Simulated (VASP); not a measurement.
# Li (Im-3m) in VASP: notebook

Aim: see how the results for Li move with the level of theory and the settings. Levels: r2SCAN+D3(BJ), BLYP+D3(BJ). Tasks: single point.

Everything below comes from runs of VASP 6.6.1. Logs are shortened: lines on timing, memory, paths and dates and some standing lists are left out, and cuts for length are marked.

## (1) The cell of the first run

The structure is cubic, space group Im-3m (No. 229). The conventional cell has a = 3.509 Å, b = 3.509 Å, c = 3.509 Å, α = 90.00°, β = 90.00°, γ = 90.00°. Within 4.0 Å of Li (site symmetry m-3m) lie 14 Li at 3.04 to 3.51 Å.

## (2) Single point, r2SCAN+D3(BJ)

Input file POSCAR:

```
Li
1.0
   -1.7546500000      1.7546500000      1.7546500000
    1.7546500000     -1.7546500000      1.7546500000
    1.7546500000      1.7546500000     -1.7546500000
Li
1
Direct
    0.0000000000      0.0000000000      0.0000000000
```

Input file INCAR.step1:

```
SYSTEM = Li
  PREC = Accurate
  ENCUT = 520
  ISMEAR = -1
  SIGMA = 0.05
  LREAL = .False.
  LASPH = .True.
  NELM = 60
  NBANDS = 8
  GGA = PE
  ALGO = Normal
  EDIFF = 1E-4
  LWAVE = .True.
  LCHARG = .False.
```

Input file INCAR.step2:

```
SYSTEM = Li
  PREC = Accurate
  ENCUT = 520
  EDIFF = 1E-6
  ISMEAR = -1
  SIGMA = 0.05
  LREAL = .False.
  LASPH = .True.
  NELM = 60
  ALGO = Normal
  ISIF = 2
  LWAVE = .False.
  LCHARG = .False.
  METAGGA = R2SCAN
  LMIXTAU = .True.
  IVDW = 12
  VDW_S6 = 1.0
  VDW_S8 = 0.78981345
  VDW_A1 = 0.49484001
  VDW_A2 = 5.73083694
  NBANDS = 8
  ISTART = 1
```

Input file KPOINTS:

```
Automatic mesh
0
Gamma
  11 11 11
  0 0 0
```

Potentials or basis: VASP PAW PBE potentials, release 64 (Li_sv).

The run is started by

```console
> cat potpaw_PBE.64/Li_sv/POTCAR > POTCAR
> cp INCAR.step1 INCAR
> mpirun -np 1 vasp_std > vasp.out
> cp INCAR.step2 INCAR
> mpirun -np 1 vasp_std > vasp.out
```

OUTCAR:

```text
SYSTEM = Li
   PREC = Accurate
   ENCUT = 520
   EDIFF = 1E-6
   ISMEAR = -1
   LREAL = .False.
   LASPH = .True.
   NELM = 60
   ISIF = 2
   METAGGA = R2SCAN
   IVDW = 12
   ISTART = 1
 IVDW          = 12

 ion  position               nearest neighbor table
   1  0.000  0.000  0.000-

  LATTYP: Found a body centered cubic cell.
 ALAT       =     3.5093000000

  Lattice vectors:

 A1 = (  -1.7546500000,   1.7546500000,   1.7546500000)
 A2 = (   1.7546500000,  -1.7546500000,   1.7546500000)
 A3 = (   1.7546500000,   1.7546500000,  -1.7546500000)

Analysis of symmetry for initial positions (statically):
=====================================================================
 Subroutine PRICEL returns:
 Original cell was already a primitive cell.

 Routine SETGRP: Setting up the symmetry group for a
 body centered cubic supercell.

 Subroutine GETGRP returns: Found 48 space group operations
 (whereof 48 operations were pure point group operations)
 out of a pool of 48 trial point group operations.

The static configuration has the point symmetry O_h .

Analysis of symmetry for dynamics (positions and initial velocities):
=====================================================================
 Subroutine PRICEL returns:
 Original cell was already a primitive cell.

 Routine SETGRP: Setting up the symmetry group for a
 body centered cubic supercell.

 Subroutine GETGRP returns: Found 48 space group operations
 (whereof 48 operations were pure point group operations)
 out of a pool of 48 trial point group operations.

The dynamic configuration has the point symmetry O_h .

 Subroutine INISYM returns: Found 48 space group operations
 (whereof 48 operations are pure point group operations),
 and found     1 'primitive' translations

----------------------------------------------------------------------------------------

                                     Primitive cell

  volume of cell :      21.6088

  direct lattice vectors                    reciprocal lattice vectors
    -1.754650000  1.754650000  1.754650000     0.000000000  0.284957114  0.284957114
     1.754650000 -1.754650000  1.754650000     0.284957114  0.000000000  0.284957114
     1.754650000  1.754650000 -1.754650000     0.284957114  0.284957114  0.000000000

  length of vectors
     3.039142950  3.039142950  3.039142950     0.402990215  0.402990215  0.402990215

  position of ions in fractional coordinates (direct lattice)
     0.000000000  0.000000000  0.000000000
[... 77 lines left out ...]
   LREAL  =      F    real-space projection
   EDIFFG = 0.1E-04   stopping-criterion for IOM
   NSW    =      0    number of steps for IOM
   IBRION =     -1    ionic relax: 0-MD 1-quasi-New 2-CG
   NFREE  =      0    steps in history (QN), initial steepest desc. (CG)
   ISIF   =      2    stress and relaxation
   ISYM   =      2    0-nonsym 1-usesym 2-fastsym
   POTIM  = 0.5000    time-step for ionic-motion
   TEBEG  =    0.0;   TEEND  =   0.0 temperature during run
   PSTRESS=    0.0 pullay stress
   NELECT =       3.0000    total number of electrons
   NUPDOWN=      -1.0000    fix difference up-down
   EMIN   =  10.00;   EMAX   =-10.00  energy-range for DOS
   EFERMI =   0.00;   METHOD = LEGACY
   ISMEAR =    -1;   SIGMA  =   0.05  broadening in eV -4-tet -1-fermi 0-gaus
   EFERMI_NEDOS =   21; number of points for ismear=-14 and -15
   IALGO  =     38    algorithm
   IMIX   =      4    mixing-type and parameters
     AMIX     =   0.40;   BMIX     =  1.00
     AMIX_MAG =   1.60;   BMIX_MAG =  1.00
  volume/ion in A,a.u.               =      21.61       145.82
  Fermi-wavevector in a.u.,A,eV,Ry     =   0.847692  1.601906  9.776898  0.718582
  Thomas-Fermi vector in A             =   1.963238
   LORBIT       =      0    0 simple, 1 ext, 2 COOP (PROOUT), +10 PAW based schemes
   METAGGA = R2SCAN    functional components
   LHFCALC =     F    Hartree Fock is set to
   AEXX    =    0.0000 exact exchange contribution
   IVDW    =    12    specifies the selected vdW correction
   LEPSILON=     F    determine dielectric tensor
   LRPA    =     F    only Hartree local field effects (RPA)
 non-spin polarized calculation
  energy-cutoff  :      520.00
  volume of cell :       21.61
 maximum number of plane-waves:       603
   NGX = 11   NGY = 11   NGZ = 11

 number of electron       2.9999991 magnetization

 Free energy of the ion-electron system (eV)
  ---------------------------------------------------
  ext. energy  EPLUGINS =         0.00000000
  ---------------------------------------------------
  free energy    TOTEN  =        -2.38653470 eV

  energy without entropy =       -2.38298724  energy(sigma->0) =       -2.38476097

 E-fermi :   0.4963     XC(G=0):  -7.2833

 val. band max:        0.4550830401   @ k =  -0.3636   0.4545   0.0909
 cond. band min:       0.4996550371   @ k =   0.4545   0.0000   0.0000
 fundamental gap:      0.0445719970
 Fermi energy:         0.4963092420

 k-point     1 :       0.0000    0.0000    0.0000
  band No.  band energies     occupation
      1     -47.7674      2.00000
      2      -3.2845      2.00000
      3      16.1068      0.00000
      4      16.1078      0.00000
      5      16.1078      0.00000
      6      20.1968      0.00000
      7      20.1968      0.00000
      8      20.1968      0.00000
[... 243 lines left out ...]
 k-point    24 :       0.3636    0.1818    0.0909
  band No.  band energies     occupation
      1     -47.7505      2.00000
      2       1.7769      0.00000
      3       3.8645      0.00000
      4       7.4902      0.00000
      5      10.2919      0.00000
      6      20.7483      0.00000
      7      21.8336      0.00000
      8      25.2451      0.00000

 [... further k-points ...]

------------------------ aborting loop because EDIFF is reached ----------------------------------------

 Edisp (eV)   -0.07467

 E8    (eV) :    -0.0241

  FORCE on cell =-STRESS in cart. coord.  units (eV):
  Direction    XX          YY          ZZ          XY          YZ          ZX
  --------------------------------------------------------------------------------------
  -------------------------------------------------------------------------------------
  Total      -0.13511    -0.13511    -0.13511     0.00000     0.00000    -0.00000
  in kB     -10.01800   -10.01800   -10.01800     0.00000     0.00000    -0.00000
  external pressure =      -10.02 kB  Pullay stress =        0.00 kB

 VOLUME and BASIS-vectors are now :
 -----------------------------------------------------------------------------
  energy-cutoff  :      520.00
  volume of cell :       21.61
      direct lattice vectors                 reciprocal lattice vectors
    -1.754650000  1.754650000  1.754650000     0.000000000  0.284957114  0.284957114
     1.754650000 -1.754650000  1.754650000     0.284957114  0.000000000  0.284957114
     1.754650000  1.754650000 -1.754650000     0.284957114  0.284957114  0.000000000

 POSITION                                       TOTAL-FORCE (eV/Angst)
 -----------------------------------------------------------------------------------
      0.00000      0.00000      0.00000        -0.000000     -0.000000     -0.000000
 -----------------------------------------------------------------------------------
    total drift:                                0.000000      0.000000     -0.000000

  FREE ENERGIE OF THE ION-ELECTRON SYSTEM (eV)
  ---------------------------------------------------
  free  energy   TOTEN  =        -2.4612044982 eV

  energy  without entropy=       -2.4576570351  energy(sigma->0) =       -2.45943077
```

OUTCAR.step1:

```text
SYSTEM = Li
   PREC = Accurate
   ENCUT = 520
   ISMEAR = -1
   LREAL = .False.
   LASPH = .True.
[... 480 lines left out ...]
 -----------------------------------------------------------------------------------
      0.00000      0.00000      0.00000        -0.000000     -0.000000      0.000000
 -----------------------------------------------------------------------------------
    total drift:                                0.000000      0.000000      0.000000

  FREE ENERGIE OF THE ION-ELECTRON SYSTEM (eV)
  ---------------------------------------------------
  free  energy   TOTEN  =        -1.9065159310 eV

  energy  without entropy=       -1.9028020338  energy(sigma->0) =       -1.90465898
```

OSZICAR.step1:

```text
N       E                     dE             d eps       ncg     rms          rms(c)
DAV:   1    -0.166446310002E+00   -0.16645E+00   -0.70171E+02   904   0.253E+02
DAV:   2    -0.186411636455E+01   -0.16977E+01   -0.16871E+01  1232   0.348E+01
DAV:   3    -0.190723112127E+01   -0.43115E-01   -0.43093E-01  1096   0.376E+00
DAV:   4    -0.190821958104E+01   -0.98846E-03   -0.98844E-03  1240   0.400E-01
DAV:   5    -0.190824355989E+01   -0.23979E-04   -0.23979E-04  1112   0.327E-02    0.249E-01
DAV:   6    -0.190709478690E+01    0.11488E-02   -0.27641E-04  1456   0.693E-02    0.141E-01
DAV:   7    -0.190651552406E+01    0.57926E-03   -0.63996E-04  1464   0.101E-01    0.266E-02
DAV:   8    -0.190651593104E+01   -0.40698E-06   -0.56923E-06   520   0.185E-02
   1 F= -.19065159E+01 E0= -.19046590E+01  d E =-.371390E-02
```

It took 31 s on 1 thread of Intel Xeon Platinum 8375C at 2.90GHz (Ice Lake), shared host; peak memory 0.14 GiB.

What came out:

| Item | Value |
| --- | --- |
| Free energy | -2.4612 eV |
| Dispersion energy per atom | -0.075 eV |

Caveat: the cutoff is under 1.25 times the usual one of these potentials, so pressure, stress and relaxed cells hold a basis-set (Pulay) error; the PAW data sets were made with another functional, which shifts forces and pressure a little; pairwise dispersion overbinds metals, which lowers pressure and volume.

## (3) Single point, r2SCAN+D3(BJ)

This run uses another cell than the first one, of 22.04 Å³/atom, 1.020 times its volume.

Input file POSCAR:

```
Li
1.0
   -1.7662705373      1.7662705373      1.7662705373
    1.7662705373     -1.7662705373      1.7662705373
    1.7662705373      1.7662705373     -1.7662705373
Li
1
Direct
    0.0000000000      0.0000000000      0.0000000000
```

Input file INCAR.step1:

```
PREC = Accurate
ENCUT = 520
ISMEAR = -1
SIGMA = 0.05
LREAL = F
LASPH = T
NELM = 100
NBANDS = 8
GGA = PE
ALGO = Normal
EDIFF = 1E-4
LWAVE = T
LCHARG = F
```

Input file INCAR.step2:

```
PREC = Accurate
ENCUT = 520
EDIFF = 1E-6
ISMEAR = -1
SIGMA = 0.05
LREAL = F
LASPH = T
NELM = 100
ALGO = Normal
ISIF = 2
LWAVE = F
LCHARG = F
METAGGA = R2SCAN
LMIXTAU = T
IVDW = 12
VDW_S6 = 1.0
VDW_S8 = 0.78981345
VDW_A1 = 0.49484001
VDW_A2 = 5.73083694
NBANDS = 8
ISTART = 1
```

Input file KPOINTS:

```
regular mesh
0
Gamma
  11 11 11
```

Potentials or basis: VASP PAW PBE potentials, release 64 (Li_sv).

The run is started by

```console
> cat potpaw_PBE.64/Li_sv/POTCAR > POTCAR
> cp INCAR.step1 INCAR
> mpirun -np 1 vasp_std > vasp.out
> cp INCAR.step2 INCAR
> mpirun -np 1 vasp_std > vasp.out
```

OUTCAR:

```text
PREC = Accurate
   ENCUT = 520
   EDIFF = 1E-6
   ISMEAR = -1
   LREAL = F
   LASPH = T
   NELM = 100
   ISIF = 2
   METAGGA = R2SCAN
   IVDW = 12
   ISTART = 1
 IVDW          = 12

 ion  position               nearest neighbor table
   1  0.000  0.000  0.000-

  LATTYP: Found a body centered cubic cell.
 ALAT       =     3.5325410746

  Lattice vectors:

 A1 = (  -1.7662705373,   1.7662705373,   1.7662705373)
 A2 = (   1.7662705373,  -1.7662705373,   1.7662705373)
 A3 = (   1.7662705373,   1.7662705373,  -1.7662705373)

Analysis of symmetry for initial positions (statically):
=====================================================================
 Subroutine PRICEL returns:
 Original cell was already a primitive cell.

 Routine SETGRP: Setting up the symmetry group for a
 body centered cubic supercell.

 Subroutine GETGRP returns: Found 48 space group operations
 (whereof 48 operations were pure point group operations)
 out of a pool of 48 trial point group operations.

The static configuration has the point symmetry O_h .

[... 159 lines left out ...]
 val. band max:        0.4035449280   @ k =  -0.3636   0.4545   0.0909
 cond. band min:       0.4517403568   @ k =   0.4545   0.0000   0.0000
 fundamental gap:      0.0481954288
 Fermi energy:         0.4453944580

 k-point     1 :       0.0000    0.0000    0.0000
  band No.  band energies     occupation
      1     -47.8578      2.00000
      2      -3.3052      2.00000
      3      15.8425      0.00000
      4      15.8437      0.00000
      5      15.8437      0.00000
      6      19.8986      0.00000
      7      19.8989      0.00000
      8      19.8989      0.00000
[... 243 lines left out ...]
 k-point    24 :       0.3636    0.1818    0.0909
  band No.  band energies     occupation
      1     -47.8423      2.00000
      2       1.7157      0.00000
      3       3.7654      0.00000
      4       7.3480      0.00000
      5      10.0867      0.00000
      6      20.4318      0.00000
      7      21.5031      0.00000
      8      24.8792      0.00000

 [... further k-points ...]

------------------------ aborting loop because EDIFF is reached ----------------------------------------

 Edisp (eV)   -0.07315

 E8    (eV) :    -0.0236

  FORCE on cell =-STRESS in cart. coord.  units (eV):
  Direction    XX          YY          ZZ          XY          YZ          ZX
  --------------------------------------------------------------------------------------
  -------------------------------------------------------------------------------------
  Total      -0.14750    -0.14750    -0.14750     0.00000     0.00000    -0.00000
  in kB     -10.72198   -10.72198   -10.72198     0.00000     0.00000    -0.00000
  external pressure =      -10.72 kB  Pullay stress =        0.00 kB

 VOLUME and BASIS-vectors are now :
 -----------------------------------------------------------------------------
  energy-cutoff  :      520.00
  volume of cell :       22.04
      direct lattice vectors                 reciprocal lattice vectors
    -1.766270537  1.766270537  1.766270537     0.000000000  0.283082342  0.283082342
     1.766270537 -1.766270537  1.766270537     0.283082342  0.000000000  0.283082342
     1.766270537  1.766270537 -1.766270537     0.283082342  0.283082342  0.000000000

 POSITION                                       TOTAL-FORCE (eV/Angst)
 -----------------------------------------------------------------------------------
      0.00000      0.00000      0.00000        -0.000000     -0.000000      0.000000
 -----------------------------------------------------------------------------------
    total drift:                                0.000000      0.000000     -0.000000

  FREE ENERGIE OF THE ION-ELECTRON SYSTEM (eV)
  ---------------------------------------------------
  free  energy   TOTEN  =        -2.4592115752 eV

  energy  without entropy=       -2.4556697829  energy(sigma->0) =       -2.45744068
```

OUTCAR.step1:

```text
PREC = Accurate
   ENCUT = 520
   ISMEAR = -1
   LREAL = F
   LASPH = T
   NELM = 100
[... 477 lines left out ...]

 POSITION                                       TOTAL-FORCE (eV/Angst)
 -----------------------------------------------------------------------------------
      0.00000      0.00000      0.00000        -0.000000      0.000000     -0.000000
 -----------------------------------------------------------------------------------
    total drift:                               -0.000000      0.000000     -0.000000

  FREE ENERGIE OF THE ION-ELECTRON SYSTEM (eV)
  ---------------------------------------------------
  free  energy   TOTEN  =        -1.9041408581 eV

  energy  without entropy=       -1.9004341311  energy(sigma->0) =       -1.90228749
```

Wall time 22 s (1 thread of Intel Xeon Platinum 8375C at 2.90GHz (Ice Lake), shared host); peak memory 0.14 GiB.

What came out:

* Free energy: -2.4592 eV
* Dispersion energy per atom: -0.073 eV

Levels at points of the mesh, in eV from the Fermi level:
```tsv
k point	band 1	band 2	band 3	band 4	band 5
(0.00, 0.00, 0.00)	-48.30	-3.75	15.40	15.40	15.40
```

Caveat: the cutoff is under 1.25 times the usual one of these potentials, so pressure, stress and relaxed cells hold a basis-set (Pulay) error; the PAW data sets were made with another functional, which shifts forces and pressure a little; pairwise dispersion overbinds metals, which lowers pressure and volume.

## (4) Single point, r2SCAN+D3(BJ)

This run uses another cell than the first one, of 22.47 Å³/atom, 1.040 times its volume.

Input file POSCAR:

```
Li
1.0
   -1.7777401479      1.7777401479      1.7777401479
    1.7777401479     -1.7777401479      1.7777401479
    1.7777401479      1.7777401479     -1.7777401479
Li
1
Direct
    0.0000000000      0.0000000000      0.0000000000
```

Input file INCAR.step1:

```
SYSTEM = Li
PREC     = Accurate       ! precision mode
ENCUT    = 520            ! plane-wave cutoff, eV
ISMEAR   = -1             ! smearing method
SIGMA    = 0.05           ! smearing width, eV
LREAL    = .FALSE.        ! projectors in reciprocal space
LASPH    = .TRUE.         ! aspherical terms in the spheres
NELM     = 80             ! most SCF steps
NBANDS   = 8              ! bands
GGA      = PE             ! functional
ALGO     = Normal         ! electronic algorithm
EDIFF    = 1E-4           ! SCF threshold, eV
LWAVE    = .TRUE.         ! write WAVECAR
LCHARG   = .FALSE.        ! write CHGCAR
```

Input file INCAR.step2:

```
SYSTEM = Li
PREC     = Accurate       ! precision mode
ENCUT    = 520            ! plane-wave cutoff, eV
EDIFF    = 1E-6           ! SCF threshold, eV
ISMEAR   = -1             ! smearing method
SIGMA    = 0.05           ! smearing width, eV
LREAL    = .FALSE.        ! projectors in reciprocal space
LASPH    = .TRUE.         ! aspherical terms in the spheres
NELM     = 80             ! most SCF steps
ALGO     = Normal         ! electronic algorithm
ISIF     = 2              ! what is computed and relaxed
LWAVE    = .FALSE.        ! write WAVECAR
LCHARG   = .FALSE.        ! write CHGCAR
METAGGA  = R2SCAN         ! meta-GGA
LMIXTAU  = .TRUE.       
IVDW     = 12             ! dispersion correction
VDW_S6   = 1.0          
VDW_S8   = 0.78981345   
VDW_A1   = 0.49484001   
VDW_A2   = 5.73083694   
NBANDS   = 8              ! bands
ISTART   = 1
```

Input file KPOINTS:

```
regular mesh
0
G
  11 11 11
  0 0 0
```

The run is started by

```console
> cat potpaw_PBE.64/Li_sv/POTCAR > POTCAR
> cp INCAR.step1 INCAR
> mpirun -np 1 vasp_std > vasp.out
> cp INCAR.step2 INCAR
> mpirun -np 1 vasp_std > vasp.out
```

Run time: 25 s. Hardware: 1 thread of Intel Xeon Platinum 8375C at 2.90GHz (Ice Lake), shared host; peak memory 0.14 GiB.

The run converged. Its results:

- Free energy: -2.4564 eV
- Dispersion energy per atom: -0.072 eV

Levels at points of the mesh, in eV from the Fermi level:
| k point | band 1 | band 2 | band 3 | band 4 | band 5 |
| --- | --- | --- | --- | --- | --- |
| (0.00, 0.00, 0.00) | -48.36 | -3.72 | 15.20 | 15.20 | 15.20 |

Caveat: the cutoff is under 1.25 times the usual one of these potentials, so pressure, stress and relaxed cells hold a basis-set (Pulay) error; the PAW data sets were made with another functional, which shifts forces and pressure a little; pairwise dispersion overbinds metals, which lowers pressure and volume.

(Continued in part 2 of 2.)
